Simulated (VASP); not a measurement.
# Rh in VASP: notebook

The runs below take Rh through single point, with LDA.

All numbers are computed with VASP 6.6.1; they aren't measurements. Logs are shortened: lines on timing, memory, paths and dates and some standing lists are left out, and cuts for length are marked.

## (1) The cell of the first run

It takes space group Fm-3m (No. 225, cubic). The conventional cell has a = 3.816 Å, b = 3.816 Å, c = 3.816 Å, α = 90.00°, β = 90.00°, γ = 90.00°. Within 3.6 Å of Rh (site symmetry m-3m) lie 12 Rh at 2.70 Å.

## (2) Single point, LDA (volume scaled by 1.01)

Input file INCAR:

```
SYSTEM = Rh
ALGO     = Normal         ! electronic algorithm
EDIFF    = 1E-6           ! SCF threshold, eV
ENCUT    = 520            ! plane-wave cutoff, eV
ISIF     = 2              ! what is computed and relaxed
ISMEAR   = -1             ! smearing method
LASPH    = .True.         ! aspherical terms in the spheres
LCHARG   = .True.         ! write CHGCAR
LELF     = .True.         ! ELF
LREAL    = .False.        ! projectors in reciprocal space
LVHAR    = .True.       
LWAVE    = .False.        ! write WAVECAR
NBANDS   = 14             ! bands
NELM     = 60             ! most SCF steps
PREC     = Accurate       ! precision mode
SIGMA    = 0.03           ! smearing width, eV
```

Input file KPOINTS:

```
k-points
0
Gamma
  16 16 16
  0 0 0
```

Input file POSCAR:

```
Rh
1.0
    0.0000000000      1.9078674883      1.9078674883
    1.9078674883      0.0000000000      1.9078674883
    1.9078674883      1.9078674883      0.0000000000
Rh
1
Direct
    0.0000000000      0.0000000000      0.0000000000
```

Potentials or basis: VASP PAW LDA potentials, release 64 (Rh_pv).

Run with:

```console
$ cat potpaw_LDA.64/Rh_pv/POTCAR > POTCAR
$ mpirun -np 1 vasp_std > vasp.out
```

OUTCAR:

```text
SYSTEM = Rh
   EDIFF = 1E-6
   ENCUT = 520
   ISIF = 2
   ISMEAR = -1
   LASPH = .True.
   LREAL = .False.
   NELM = 60
   PREC = Accurate

 ion  position               nearest neighbor table
   1  0.000  0.000  0.000-

  LATTYP: Found a face centered cubic cell.
 ALAT       =     3.8157349766

  Lattice vectors:

 A1 = (   0.0000000000,   1.9078674883,   1.9078674883)
 A2 = (   1.9078674883,   0.0000000000,   1.9078674883)
 A3 = (   1.9078674883,   1.9078674883,   0.0000000000)

Analysis of symmetry for initial positions (statically):
=====================================================================
 Subroutine PRICEL returns:
 Original cell was already a primitive cell.

 Routine SETGRP: Setting up the symmetry group for a
 face centered cubic supercell.

 Subroutine GETGRP returns: Found 48 space group operations
 (whereof 48 operations were pure point group operations)
 out of a pool of 48 trial point group operations.

The static configuration has the point symmetry O_h .

Analysis of symmetry for dynamics (positions and initial velocities):
=====================================================================
 Subroutine PRICEL returns:
 Original cell was already a primitive cell.

 Routine SETGRP: Setting up the symmetry group for a
 face centered cubic supercell.

 Subroutine GETGRP returns: Found 48 space group operations
 (whereof 48 operations were pure point group operations)
 out of a pool of 48 trial point group operations.

The dynamic configuration has the point symmetry O_h .

 Subroutine INISYM returns: Found 48 space group operations
 (whereof 48 operations are pure point group operations),
 and found     1 'primitive' translations

----------------------------------------------------------------------------------------

                                     Primitive cell

  volume of cell :      13.8891

  direct lattice vectors                    reciprocal lattice vectors
     0.000000000  1.907867488  1.907867488    -0.262072708  0.262072708  0.262072708
     1.907867488  0.000000000  1.907867488     0.262072708 -0.262072708  0.262072708
     1.907867488  1.907867488  0.000000000     0.262072708  0.262072708 -0.262072708

  length of vectors
     2.698132077  2.698132077  2.698132077     0.453923246  0.453923246  0.453923246

  position of ions in fractional coordinates (direct lattice)
     0.000000000  0.000000000  0.000000000

  ion indices of the primitive-cell ions
   primitive index   ion index
                 1           1

----------------------------------------------------------------------------------------

 KPOINTS: k-points

Automatic generation of k-mesh.
 Grid dimensions read from file:
 generate k-points for:   16   16   16

 Generating k-lattice:

  Cartesian coordinates                     Fractional coordinates (reciprocal lattice)
    -0.016379544  0.016379544  0.016379544     0.062500000  0.000000000  0.000000000
     0.016379544 -0.016379544  0.016379544     0.000000000  0.062500000  0.000000000
     0.016379544  0.016379544 -0.016379544     0.000000000  0.000000000  0.062500000

  Length of vectors
     0.028370203  0.028370203  0.028370203

  Shift w.r.t. Gamma in fractional coordinates (k-lattice)
     0.000000000  0.000000000  0.000000000

 Subroutine IBZKPT returns following result:
 ===========================================

 Found    145 irreducible k-points:

 Following reciprocal coordinates:
            Coordinates               Weight
  0.000000  0.000000  0.000000      1.000000
  0.062500  0.000000  0.000000      8.000000
  0.125000  0.000000  0.000000      8.000000
  0.187500  0.000000  0.000000      8.000000
  0.250000  0.000000  0.000000      8.000000
  0.312500  0.000000  0.000000      8.000000
[... 16 lines left out ...]
 -0.125000  0.062500  0.000000     24.000000
 -0.062500  0.062500  0.000000     12.000000
 [... further k-points ...]
   k-points           NKPTS =    145   k-points in BZ     NKDIM =    145   number of bands    NBANDS=     14
   number of dos      NEDOS =    301   number of ions     NIONS =      1
   total plane-waves  NPLWV =   8000
   dimension x,y,z NGX =    20 NGY =   20 NGZ =   20
   dimension x,y,z NGXF=    40 NGYF=   40 NGZF=   40
   ions per type =               1
   NGX,Y,Z   is equivalent  to a cutoff of  12.32, 12.32, 12.32 a.u.
   NGXF,Y,Z  is equivalent  to a cutoff of  24.65, 24.65, 24.65 a.u.
 SYSTEM =  Rh
   PREC   = accura    normal or accurate (medium, high low for compatibility)
   ISTART =      0    job   : 0-new  1-cont  2-samecut
   ICHARG =      2    charge: 1-file 2-atom 10-const
   ISPIN  =      1    spin polarized calculation?
   LNONCOLLINEAR =      F non collinear calculations
   LSORBIT =      F    spin-orbit coupling
   LASPH  =      T    aspherical Exc in radial PAW
   ENCUT  =  520.0 eV  38.22 Ry    6.18 a.u.   5.02  5.02  5.02*2*pi/ulx,y,z
   NELM   =     60;   NELMIN=  2; NELMDL= -5     # of ELM steps
   EDIFF  = 0.1E-05   stopping-criterion for ELM
   LREAL  =      F    real-space projection
   EDIFFG = 0.1E-04   stopping-criterion for IOM
   NSW    =      0    number of steps for IOM
   IBRION =     -1    ionic relax: 0-MD 1-quasi-New 2-CG
   NFREE  =      0    steps in history (QN), initial steepest desc. (CG)
   ISIF   =      2    stress and relaxation
   ISYM   =      2    0-nonsym 1-usesym 2-fastsym
   POTIM  = 0.5000    time-step for ionic-motion
   TEBEG  =    0.0;   TEEND  =   0.0 temperature during run
   PSTRESS=    0.0 pullay stress
   NELECT =      15.0000    total number of electrons
   NUPDOWN=      -1.0000    fix difference up-down
   EMIN   =  10.00;   EMAX   =-10.00  energy-range for DOS
   EFERMI =   0.00;   METHOD = LEGACY
   ISMEAR =    -1;   SIGMA  =   0.03  broadening in eV -4-tet -1-fermi 0-gaus
   EFERMI_NEDOS =   21; number of points for ismear=-14 and -15
   IALGO  =     38    algorithm
   IMIX   =      4    mixing-type and parameters
     AMIX     =   0.40;   BMIX     =  1.00
     AMIX_MAG =   1.60;   BMIX_MAG =  1.00
  volume/ion in A,a.u.               =      13.89        93.73
  Fermi-wavevector in a.u.,A,eV,Ry     =   1.679630  3.174041 38.384186  2.821158
  Thomas-Fermi vector in A             =   2.763508
   LORBIT       =      0    0 simple, 1 ext, 2 COOP (PROOUT), +10 PAW based schemes
   GGA     = CA    functional components
   LHFCALC =     F    Hartree Fock is set to
   AEXX    =    0.0000 exact exchange contribution
   IVDW    =     0    specifies the selected vdW correction
   LEPSILON=     F    determine dielectric tensor
   LRPA    =     F    only Hartree local field effects (RPA)
 non-spin polarized calculation
  energy-cutoff  :      520.00
  volume of cell :       13.89
 maximum number of plane-waves:       388
   NGX =  9   NGY =  9   NGZ =  9

 number of electron      15.0000005 magnetization

 Free energy of the ion-electron system (eV)
  ---------------------------------------------------
  ext. energy  EPLUGINS =         0.00000000
  ---------------------------------------------------
  free energy    TOTEN  =        -8.65853456 eV

  energy without entropy =       -8.65396060  energy(sigma->0) =       -8.65624758

 E-fermi :  11.5103     XC(G=0): -14.2869

 val. band max:       11.5069987445   @ k =  -0.3750   0.2500   0.0000
 cond. band min:      11.5107279022   @ k =   0.3125   0.2500   0.0000
 fundamental gap:      0.0037291578
 Fermi energy:        11.5102510072

 k-point     1 :       0.0000    0.0000    0.0000
  band No.  band energies     occupation
      1     -34.6241      2.00000
      2     -34.6241      2.00000
      3     -34.6241      2.00000
      4       3.5665      2.00000
      5       8.4609      2.00000
      6       8.4609      2.00000
      7       8.4609      2.00000
      8      10.5544      2.00000
      9      10.5544      2.00000
     10      27.4794      0.00000
     11      31.9007      0.00000
     12      32.8261      0.00000
     13      32.8261      0.00000
     14      32.8261      0.00000

 k-point     2 :       0.0625    0.0000    0.0000
  band No.  band energies     occupation
      1     -34.6524      2.00000
      2     -34.6279      2.00000
      3     -34.6279      2.00000
      4       3.7226      2.00000
      5       8.3923      2.00000
      6       8.5218      2.00000
      7       8.5218      2.00000
      8      10.5204      2.00000
      9      10.5204      2.00000
     10      27.7047      0.00000
     11      31.8912      0.00000
     12      31.9942      0.00000
     13      33.0536      0.00000
     14      33.0536      0.00000

 k-point     3 :       0.1250    0.0000    0.0000
  band No.  band energies     occupation
      1     -34.7328      2.00000
      2     -34.6388      2.00000
      3     -34.6388      2.00000
      4       4.1650      2.00000
      5       8.2304      2.00000
      6       8.6743      2.00000
      7       8.6743      2.00000
      8      10.4556      2.00000
      9      10.4556      2.00000
     10      28.2821      0.00000
     11      30.3101      0.00000
     12      31.9013      0.00000
     13      33.7074      0.00000
     14      33.7074      0.00000

 k-point     4 :       0.1875    0.0000    0.0000
  band No.  band energies     occupation
      1     -34.8518      2.00000
      2     -34.6551      2.00000
      3     -34.6551      2.00000
      4       4.7913      2.00000
      5       8.1167      2.00000
      6       8.8175      2.00000
      7       8.8175      2.00000
      8      10.4752      2.00000
      9      10.4752      2.00000
     10      28.3719      0.00000
     11      28.9916      0.00000
     12      31.9008      0.00000
     13      34.6934      0.00000
     14      34.6934      0.00000

 k-point     5 :       0.2500    0.0000    0.0000
  band No.  band energies     occupation
      1     -34.9905      2.00000
      2     -34.6742      2.00000
      3     -34.6742      2.00000
      4       5.3549      2.00000
      5       8.3301      2.00000
      6       8.8258      2.00000
      7       8.8258      2.00000
      8      10.7102      2.00000
      9      10.7102      2.00000
     10      26.5094      0.00000
     11      29.0299      0.00000
[... 276 lines left out ...]
 k-point    22 :      -0.1875    0.0625    0.0000
  band No.  band energies     occupation
      1     -34.9027      2.00000
      2     -34.6882      2.00000
      3     -34.6538      2.00000
      4       5.1325      2.00000
      5       7.9924      2.00000
      6       8.8815      2.00000
      7       8.9263      2.00000
      8      10.2040      2.00000
      9      10.8840      2.00000
     10      27.8593      0.00000
     11      29.1897      0.00000
     12      31.9006      0.00000
     13      33.7592      0.00000
     14      35.9700      0.00000

 k-point    23 :      -0.1250    0.0625    0.0000
  band No.  band energies     occupation
      1     -34.7804      2.00000
      2     -34.6658      2.00000
      3     -34.6385      2.00000
      4       4.4906      2.00000
      5       8.0744      2.00000
      6       8.7841      2.00000
      7       8.8150      2.00000
      8      10.2123      2.00000
      9      10.6563      2.00000
     10      28.6574      0.00000
     11      29.6912      0.00000
     12      31.9009      0.00000
     13      33.1377      0.00000
     14      34.6823      0.00000

 k-point    24 :      -0.0625    0.0625    0.0000
  band No.  band energies     occupation
      1     -34.6922      2.00000
      2     -34.6447      2.00000
      3     -34.6294      2.00000
      4       3.9756      2.00000
      5       8.2638      2.00000
      6       8.6056      2.00000
      7       8.6529      2.00000
      8      10.3692      2.00000
      9      10.5793      2.00000
     10      28.0546      0.00000
     11      31.1719      0.00000
     12      31.9024      0.00000
     13      32.8671      0.00000
     14      33.6779      0.00000

 [... further k-points ...]
[... 5 lines left out ...]
  --------------------------------------------------------------------------------------
  -------------------------------------------------------------------------------------
  Total       -1.1226097     -1.1226097     -1.1226097      0.0000000      0.0000000     -0.0000000
  in kB     -129.4985088   -129.4985088   -129.4985088      0.0000000      0.0000000     -0.0000000
  external PRESSURE =    -129.4985088 kB  Pullay stress =       0.0000000 kB

 VOLUME and BASIS-vectors are now :
 -----------------------------------------------------------------------------
  energy-cutoff  :      520.00
  volume of cell :       13.89
      direct lattice vectors                 reciprocal lattice vectors
     0.000000000  1.907867488  1.907867488    -0.262072708  0.262072708  0.262072708
     1.907867488  0.000000000  1.907867488     0.262072708 -0.262072708  0.262072708
     1.907867488  1.907867488  0.000000000     0.262072708  0.262072708 -0.262072708

 POSITION                                       TOTAL-FORCE (eV/Angst)
 -----------------------------------------------------------------------------------
      0.00000      0.00000      0.00000         0.000000     -0.000000      0.000000
 -----------------------------------------------------------------------------------
    total drift:                                0.000000      0.000000      0.000000

  FREE ENERGIE OF THE ION-ELECTRON SYSTEM (eV)
  ---------------------------------------------------
  free  energy   TOTEN  =        -8.6585345622 eV

  energy  without entropy=       -8.6539605984  energy(sigma->0) =       -8.65624758
```

Wall time 16 s (1 thread of Intel Xeon Platinum 8559C (Emerald Rapids), shared host); peak memory 0.13 GiB.

What came out:

```yaml
Free_energy: -8.6585 eV
Pressure: -12.9 GPa
```

(Continued in part 2 of 2.)
